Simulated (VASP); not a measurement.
# Ta12HN12F in VASP: single point with PBE+D3(BJ)

Aim: the single point of Ta12HN12F with PBE+D3(BJ).

All numbers are computed with VASP 6.6.1; they aren't measurements. Logs are shortened: lines on timing, memory, paths and dates and some standing lists are left out, and cuts for length are marked.

### Step 1. The cell of the first run

The cell holds a slab with vacuum, 26 atoms: a = 6.201 Å, b = 6.201 Å, c = 24.329 Å, α = 90.00°, β = 90.00°, γ = 120.00°.

### Step 2. Single point, PBE+D3(BJ)

Contents of INCAR:

```
ALGO     = Normal         # electronic algorithm
DIPOL    = 0.5 0.5 0.474
EDIFF    = 1E-7           # SCF threshold, eV
ENCUT    = 520            # plane-wave cutoff, eV
GGA      = PE             # functional
IDIPOL   = 3            
ISIF     = 2              # what is computed and relaxed
ISMEAR   = 0              # smearing method
IVDW     = 12             # dispersion correction
LASPH    = True           # aspherical terms in the spheres
LCHARG   = True           # write CHGCAR
LDIPOL   = True         
LELF     = True           # ELF
LREAL    = Auto         
LVACPOTAV= True         
LVHAR    = True         
LWAVE    = False          # write WAVECAR
NBANDS   = 119            # bands
NELM     = 100            # most SCF steps
PREC     = Accurate       # precision mode
SIGMA    = 0.1            # smearing width, eV
```

Contents of KPOINTS:

```
k-points
0
Gamma
  4 4 1
```

Contents of POSCAR:

```
Ta12HN12F
1.0
    6.2014901195      0.0000000000      0.0000000000
   -3.1007450597      5.3706479848      0.0000000000
    0.0000000000      0.0000000000     24.3293693490
Ta N F H
12 12 1 1
Direct
    0.1666666667      0.3333333333      0.3288206893
    0.1666666667      0.8333333333      0.3288206893
    0.6666666667      0.3333333333      0.3288206893
    0.6666666667      0.8333333333      0.3288206893
    0.5000000000      0.5000000000      0.4328820689
    0.5000000000      0.0000000000      0.4328820689
    0.0000000000      0.5000000000      0.4328820689
    0.0000000000      0.0000000000      0.4328820689
    0.8123838253      0.6561378832      0.5462864491
    0.8087608427      0.1535882916      0.5440767396
    0.3115446181      0.6545726823      0.5501152794
    0.3254100392      0.1609671151      0.5289587007
    0.3333333333      0.1666666667      0.3808513791
    0.3333333333      0.6666666667      0.3808513791
    0.8333333333      0.1666666667      0.3808513791
    0.8333333333      0.6666666667      0.3808513791
    0.6836835397      0.3448558581      0.4844439342
    0.6620065267      0.8288686801      0.4851585472
    0.1584133630      0.3465330130      0.4845139271
    0.1561194512      0.8102326453      0.4846261641
   -0.0177317849      0.4896263489      0.5826602112
   -0.0108999489     -0.0049950689      0.5775848719
    0.4867465004      0.4945954255      0.5801957398
    0.4864904973     -0.0100951143      0.5801986338
    0.1561764108      0.1639236087      0.6831151481
    0.0831097607      0.0850318744      0.6493775329
```

Potentials or basis: VASP PAW PBE potentials, release 64 (Ta_pv, N, F, H).

On the command line:

```console
> cat potpaw_PBE.64/Ta_pv/POTCAR potpaw_PBE.64/N/POTCAR potpaw_PBE.64/F/POTCAR potpaw_PBE.64/H/POTCAR > POTCAR
> mpirun -np 1 vasp_std > vasp.out
```

OUTCAR:

```text
EDIFF = 1E-7
   ENCUT = 520
   GGA = PE
   ISIF = 2
   ISMEAR = 0
   IVDW = 12
   LASPH = True
   LREAL = Auto
   NELM = 100
   PREC = Accurate
 IVDW          = 12

 ion  position               nearest neighbor table
   1  0.167  0.333  0.329-  13 2.19  14 2.19  15 2.19   8 3.10   5 3.10   7 3.10   2 3.10   2 3.10
                             3 3.10   3 3.10   4 3.10   4 3.10
   2  0.167  0.833  0.329-  14 2.19  13 2.19  16 2.19   7 3.10   6 3.10   8 3.10   1 3.10   1 3.10
                             4 3.10   4 3.10   3 3.10   3 3.10
   3  0.667  0.333  0.329-  15 2.19  16 2.19  13 2.19   6 3.10   7 3.10   5 3.10   4 3.10   4 3.10
                             1 3.10   1 3.10   2 3.10   2 3.10
   4  0.667  0.833  0.329-  16 2.19  15 2.19  14 2.19   5 3.10   8 3.10   6 3.10   3 3.10   3 3.10
                             2 3.10   2 3.10   1 3.10   1 3.10
   5  0.500  0.500  0.433-  18 2.18  13 2.19  16 2.19  14 2.19  17 2.21  19 2.23  12 2.96   4 3.10
                             1 3.10   3 3.10   6 3.10   6 3.10   7 3.10   7 3.10   8 3.10   8 3.10
   6  0.500  0.000  0.433-  14 2.19  15 2.19  13 2.19  18 2.20  20 2.24  17 2.24  12 2.95   3 3.10
                             2 3.10   4 3.10   5 3.10   5 3.10   8 3.10   8 3.10   7 3.10   7 3.10
   7  0.000  0.500  0.433-  20 2.09  19 2.09  17 2.11  15 2.19  14 2.19  16 2.19   2 3.10   3 3.10
                             1 3.10   8 3.10   8 3.10   5 3.10   5 3.10   6 3.10   6 3.10  10 3.29
   8  0.000  0.000  0.433-  16 2.19  13 2.19  15 2.19  18 2.22  20 2.25  19 2.25  12 2.92   1 3.10
                             4 3.10   2 3.10   7 3.10   7 3.10   6 3.10   6 3.10   5 3.10   5 3.10
   9  0.812  0.656  0.546-  23 1.93  22 1.97  21 2.01  17 2.26  18 2.29  20 2.38  12 3.07  10 3.10
[... 4 lines left out ...]
                             9 3.10  10 3.12  12 3.14  12 3.15   7 3.31   5 3.40   6 3.40
  12  0.325  0.161  0.529-  22 2.16  20 2.17  24 2.18  19 2.18  23 2.18  17 2.21   8 2.92   6 2.95
                             5 2.96  10 3.04   9 3.07  11 3.14  11 3.15   9 3.18  10 3.20
  13  0.333  0.167  0.381-   1 2.19   5 2.19   8 2.19   6 2.19   2 2.19   3 2.19
  14  0.333  0.667  0.381-   2 2.19   6 2.19   7 2.19   5 2.19   1 2.19   4 2.19
  15  0.833  0.167  0.381-   3 2.19   7 2.19   6 2.19   8 2.19   4 2.19   1 2.19
  16  0.833  0.667  0.381-   4 2.19   8 2.19   5 2.19   7 2.19   3 2.19   2 2.19
  17  0.684  0.345  0.484-   7 2.11  12 2.21   5 2.21   6 2.24  10 2.24   9 2.26
  18  0.662  0.829  0.485-   5 2.18   6 2.20   8 2.22  10 2.26   9 2.29  11 2.46
  19  0.158  0.347  0.485-   7 2.09  12 2.18   5 2.23   8 2.25  11 2.30  10 2.37
  20  0.156  0.810  0.485-   7 2.09  12 2.17   6 2.24   8 2.25  11 2.31   9 2.38
  21  0.982  0.490  0.583-  11 1.94   9 2.01  10 2.03
  22  0.989  0.995  0.578-   9 1.97  10 2.00  12 2.16
  23  0.487  0.495  0.580-   9 1.93  11 1.94  12 2.18
  24  0.486  0.990  0.580-  10 1.94  11 1.94  12 2.18
  25  0.156  0.164  0.683-  26 0.95
  26  0.083  0.085  0.649-  25 0.95

  LATTYP: Found a hexagonal cell.
 ALAT       =     6.2014901195
 C/A-ratio  =     3.9231489336

  Lattice vectors:

 A1 = (   6.2014901195,   0.0000000000,   0.0000000000)
 A2 = (  -3.1007450597,   5.3706479848,   0.0000000000)
 A3 = (   0.0000000000,   0.0000000000,  24.3293693490)

Analysis of symmetry for initial positions (statically):
=====================================================================
 Subroutine PRICEL returns:
 Original cell was already a primitive cell.

 Routine SETGRP: Setting up the symmetry group for a
 hexagonal supercell.

 Subroutine GETGRP returns: Found  1 space group operations
 (whereof  1 operations were pure point group operations)
 out of a pool of 24 trial point group operations.

The static configuration has the point symmetry C_1 .

Analysis of symmetry for dynamics (positions and initial velocities):
=====================================================================
 Subroutine PRICEL returns:
 Original cell was already a primitive cell.

 Routine SETGRP: Setting up the symmetry group for a
 hexagonal supercell.

 Subroutine GETGRP returns: Found  1 space group operations
 (whereof  1 operations were pure point group operations)
 out of a pool of 24 trial point group operations.

The dynamic configuration has the point symmetry C_1 .

 Subroutine INISYM returns: Found  1 space group operations
 (whereof  1 operations are pure point group operations),
 and found     1 'primitive' translations

----------------------------------------------------------------------------------------

                                     Primitive cell

  volume of cell :     810.3145

  direct lattice vectors                    reciprocal lattice vectors
     6.201490119  0.000000000  0.000000000     0.161251567  0.093098636  0.000000000
    -3.100745060  5.370647985  0.000000000     0.000000000  0.186197271  0.000000000
     0.000000000  0.000000000 24.329369349     0.000000000  0.000000000  0.041102586

  length of vectors
     6.201490119  6.201490119 24.329369349     0.186197271  0.186197271  0.041102586

  position of ions in fractional coordinates (direct lattice)
     0.166666667  0.333333333  0.328820689
[... 68 lines left out ...]
     0.000000000  0.000000000  0.041102586     0.000000000  0.000000000  1.000000000

  Length of vectors
     0.046549318  0.046549318  0.041102586

  Shift w.r.t. Gamma in fractional coordinates (k-lattice)
     0.000000000  0.000000000  0.000000000

 Subroutine IBZKPT returns following result:
 ===========================================

 Found     10 irreducible k-points:

 Following reciprocal coordinates:
            Coordinates               Weight
  0.000000  0.000000  0.000000      1.000000
  0.250000  0.000000  0.000000      2.000000
  0.000000  0.250000  0.000000      2.000000
 -0.250000  0.250000  0.000000      2.000000
  0.500000  0.000000  0.000000      1.000000
  0.000000  0.500000  0.000000      1.000000
  0.500000  0.500000  0.000000      1.000000
  0.250000  0.250000  0.000000      2.000000
 -0.250000  0.500000  0.000000      2.000000
  0.500000  0.250000  0.000000      2.000000
   k-points           NKPTS =     10   k-points in BZ     NKDIM =     10   number of bands    NBANDS=    119
   number of dos      NEDOS =    301   number of ions     NIONS =     26
   total plane-waves  NPLWV = 442368
   dimension x,y,z NGX =    48 NGY =   48 NGZ =  192
   dimension x,y,z NGXF=    96 NGYF=   96 NGZF=  384
   ions per type =              12  12   1   1
   NGX,Y,Z   is equivalent  to a cutoff of  12.87, 12.87, 13.12 a.u.
   NGXF,Y,Z  is equivalent  to a cutoff of  25.74, 25.74, 26.24 a.u.
 SYSTEM =  unknown system
   PREC   = accura    normal or accurate (medium, high low for compatibility)
   ISTART =      0    job   : 0-new  1-cont  2-samecut
   ICHARG =      2    charge: 1-file 2-atom 10-const
   ISPIN  =      1    spin polarized calculation?
   LNONCOLLINEAR =      F non collinear calculations
   LSORBIT =      F    spin-orbit coupling
   LASPH  =      T    aspherical Exc in radial PAW
   ENCUT  =  520.0 eV  38.22 Ry    6.18 a.u.  11.53 11.53 45.24*2*pi/ulx,y,z
   NELM   =    100;   NELMIN=  2; NELMDL= -5     # of ELM steps
   EDIFF  = 0.1E-06   stopping-criterion for ELM
   LREAL  =      T    real-space projection
   EDIFFG = 0.1E-05   stopping-criterion for IOM
   NSW    =      0    number of steps for IOM
   IBRION =     -1    ionic relax: 0-MD 1-quasi-New 2-CG
   NFREE  =      0    steps in history (QN), initial steepest desc. (CG)
   ISIF   =      2    stress and relaxation
   ISYM   =      2    0-nonsym 1-usesym 2-fastsym
   POTIM  = 0.5000    time-step for ionic-motion
   TEBEG  =    0.0;   TEEND  =   0.0 temperature during run
   PSTRESS=    0.0 pullay stress
   NELECT =     200.0000    total number of electrons
   NUPDOWN=      -1.0000    fix difference up-down
   EMIN   =  10.00;   EMAX   =-10.00  energy-range for DOS
   EFERMI =   0.00;   METHOD = LEGACY
   ISMEAR =     0;   SIGMA  =   0.10  broadening in eV -4-tet -1-fermi 0-gaus
   EFERMI_NEDOS =   21; number of points for ismear=-14 and -15
   IALGO  =     38    algorithm
   IMIX   =      4    mixing-type and parameters
     AMIX     =   0.40;   BMIX     =  1.00
     AMIX_MAG =   1.60;   BMIX_MAG =  1.00
  volume/ion in A,a.u.               =      31.17       210.32
  Fermi-wavevector in a.u.,A,eV,Ry     =   1.026913  1.940584 14.348027  1.054550
  Thomas-Fermi vector in A             =   2.160831
   LORBIT       =      0    0 simple, 1 ext, 2 COOP (PROOUT), +10 PAW based schemes
   GGA     = PE    functional components
   LHFCALC =     F    Hartree Fock is set to
   AEXX    =    0.0000 exact exchange contribution
   IVDW    =    12    specifies the selected vdW correction
   LEPSILON=     F    determine dielectric tensor
   LRPA    =     F    only Hartree local field effects (RPA)
 non-spin polarized calculation
 Gauss-broadening in eV      SIGMA  =   0.10
  energy-cutoff  :      520.00
  volume of cell :      810.31
 maximum number of plane-waves:     21907
 NGX is ok and might be reduce to    48
   NGX = 23   NGY = 23   NGZ = 91

 dipolmoment           0.000000      0.000000     -3.002540 electrons x Angstroem

 number of electron     199.9999999 magnetization

 dipolmoment           0.000000      0.000000      0.433557 electrons x Angstroem

 Free energy of the ion-electron system (eV)
  ---------------------------------------------------
  ext. energy  EPLUGINS =         0.00000000
  ---------------------------------------------------
  free energy    TOTEN  =      -262.64413018 eV

  energy without entropy =     -262.57320159  energy(sigma->0) =     -262.60866588

 E-fermi :  -1.2453     XC(G=0):  -5.3146

 val. band max:       -1.2481301389   @ k =   0.5000   0.5000   0.0000
 cond. band min:      -1.2400457124   @ k =   0.0000   0.5000   0.0000
 fundamental gap:      0.0080844265
 Fermi energy:        -1.2452706680

 k-point     1 :       0.0000    0.0000    0.0000
  band No.  band energies     occupation
      1     -37.7419      2.00000
      2     -37.7316      2.00000
      3     -37.6697      2.00000
      4     -37.6099      2.00000
      5     -37.5225      2.00000
      6     -37.4784      2.00000
[... 1139 lines left out ...]
    111       0.2670      0.00000
    112       0.3429      0.00000
 [bands above 112 left out]

------------------------ aborting loop because EDIFF is reached ----------------------------------------

 Edisp (eV)   -7.90057

 E8    (eV) :    -3.7423

  FORCE on cell =-STRESS in cart. coord.  units (eV):
  Direction    XX          YY          ZZ          XY          YZ          ZX
  --------------------------------------------------------------------------------------
  -------------------------------------------------------------------------------------
  Total      -5.64875    -5.41221    -0.30144     0.47089     0.66716     0.80308
  in kB     -11.16887   -10.70118    -0.59601     0.93106     1.31914     1.58787
  external pressure =       -7.49 kB  Pullay stress =        0.00 kB

 VOLUME and BASIS-vectors are now :
 -----------------------------------------------------------------------------
  energy-cutoff  :      520.00
  volume of cell :      810.31
      direct lattice vectors                 reciprocal lattice vectors
     6.201490119  0.000000000  0.000000000     0.161251567  0.093098636  0.000000000
    -3.100745060  5.370647985  0.000000000     0.000000000  0.186197271  0.000000000
     0.000000000  0.000000000 24.329369349     0.000000000  0.000000000  0.041102586

 POSITION                                       TOTAL-FORCE (eV/Angst)
 -----------------------------------------------------------------------------------
      0.00000      1.79022      8.00000        -0.004257     -0.134111      0.487934
     -1.55037      4.47554      8.00000        -0.107982      0.044574      0.483033
      3.10075      1.79022      8.00000        -0.112959     -0.082669      0.675708
      1.55037      4.47554      8.00000        -0.090461     -0.093653      0.093755
      1.55037      2.68532     10.53175         0.273963     -0.930328      0.427990
      3.10075      0.00000     10.53175        -0.712569      0.706779      0.565467
[... 18 lines left out ...]
      0.46024      0.88038     16.61976         0.049896      0.112292      0.205771
      0.25174      0.45668     15.79895        -0.043091     -0.115638     -0.214264
 -----------------------------------------------------------------------------------
    total drift:                               -0.001697     -0.002478      0.003513

  FREE ENERGIE OF THE ION-ELECTRON SYSTEM (eV)
  ---------------------------------------------------
  free  energy   TOTEN  =      -270.5447048663 eV

  energy  without entropy=     -270.4737762683  energy(sigma->0) =     -270.50924057

 vacuum level on the upper side and lower side of the slab         6.157         3.802
```

Run time: 1.9 h. Hardware: 1 thread of Intel Xeon 8259CL, shared host; peak memory 1.3 GiB.

What came out:

* Free energy: -270.5447 eV
* Largest force: 1.161 eV/Å
* Band gap on the k mesh: zero (bands 100 and 101 overlap by 0.03 eV)
* Dispersion energy per atom: -0.304 eV

Forces on the atoms (eV/Å):
```
Ta  -0.004 -0.134  0.488
Ta  -0.108  0.045  0.483
Ta  -0.113 -0.083  0.676
Ta  -0.090 -0.094  0.094
Ta   0.274 -0.930  0.428
Ta  -0.713  0.707  0.565
Ta  -0.122 -0.035 -0.479
Ta   0.826  0.462  0.358
Ta   0.012  0.017 -0.053
Ta   0.011  0.005 -0.056
Ta   0.019 -0.005 -0.068
Ta   0.006  0.005  0.020
N    0.011  0.033 -1.161
N   -0.092 -0.074 -0.400
N    0.014  0.139 -0.602
N    0.113 -0.040 -0.612
N   -0.011  0.003 -0.012
N   -0.004  0.004 -0.011
N    0.005 -0.004  0.000
N   -0.003  0.000  0.006
N   -0.020 -0.028  0.101
N    0.013  0.026  0.075
N    0.000 -0.051  0.080
N   -0.030  0.033  0.088
F    0.050  0.112  0.206
H   -0.043 -0.116 -0.214
```

Levels at points of the mesh, in eV from the Fermi level:
| k point | band 96 | band 97 | band 98 | band 99 | band 100 | band 101 | band 102 | band 103 | band 104 | band 105 |
| --- | --- | --- | --- | --- | --- | --- | --- | --- | --- | --- |
| (0.00, 0.00, 0.00) | -0.41 | -0.29 | -0.26 | -0.05 | -0.04 | -0.02 | 0.36 | 0.68 | 0.74 | 1.38 |
| (0.50, 0.00, 0.00) | -1.16 | -0.44 | -0.23 | -0.05 | -0.03 | 0.32 | 0.52 | 0.60 | 0.68 | 0.71 |
| (0.00, 0.50, 0.00) | -1.13 | -0.50 | -0.16 | -0.06 | 0.01 | 0.28 | 0.52 | 0.54 | 0.64 | 0.69 |
| (0.50, 0.50, 0.00) | -1.14 | -0.48 | -0.15 | -0.05 | 0.00 | 0.27 | 0.47 | 0.56 | 0.66 | 0.69 |

Caveat: spin-orbit coupling is left out, which moves the levels of the heavy elements.
